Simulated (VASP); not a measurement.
A run of VASP 6.6.1 is set up as follows.

Contents of POSCAR:

```
TiO2
1.0
    0.0000000000      2.3968272547      2.3968272547
    2.3968272547      0.0000000000      2.3968272547
    2.3968272547      2.3968272547      0.0000000000
Ti O
1 2
Direct
    0.0000000000      0.0000000000      0.0000000000
    0.2500000000      0.2500000000      0.2500000000
    0.7500000000      0.7500000000      0.7500000000
```

The input INCAR.step1:

```
PREC = Accurate
ENCUT = 520
EDIFF = 1E-5
ISMEAR = 0
SIGMA = 0.01
LREAL = False
LASPH = True
NELM = 60
ALGO = Normal
ISIF = 2
LWAVE = True
LCHARG = False
NBANDS = 19
GGA = PE
```

File INCAR.step2:

```
PREC = Accurate
ENCUT = 520
EDIFF = 1E-7
ISMEAR = 0
SIGMA = 0.01
LREAL = False
LASPH = True
NELM = 60
ALGO = Normal
ISIF = 2
LWAVE = False
LCHARG = False
GGA = PE
LHFCALC = True
AEXX = 0.25
PRECFOCK = Normal
NBANDS = 19
ISTART = 1
```

File KPOINTS:

```
regular mesh
0
Gamma
  6 6 6
```

Potentials or basis: VASP PAW PBE potentials, release 64 (Ti_sv, O).

Command:

```console
$ cat potpaw_PBE.64/Ti_sv/POTCAR potpaw_PBE.64/O/POTCAR > POTCAR
$ cp INCAR.step1 INCAR
$ mpirun -np 1 vasp_std > vasp.out
$ cp INCAR.step2 INCAR
$ mpirun -np 1 vasp_std > vasp.out
```

(1) Predict the band gap on the k mesh.

(2) Predict the pressure.

Results:

(1) 3.34 eV (least direct gap 4.08 eV).

(2) -3.1 GPa.

Caveat: the cell stands under tension; the PAW data sets were made with another functional, which shifts forces and pressure a little.
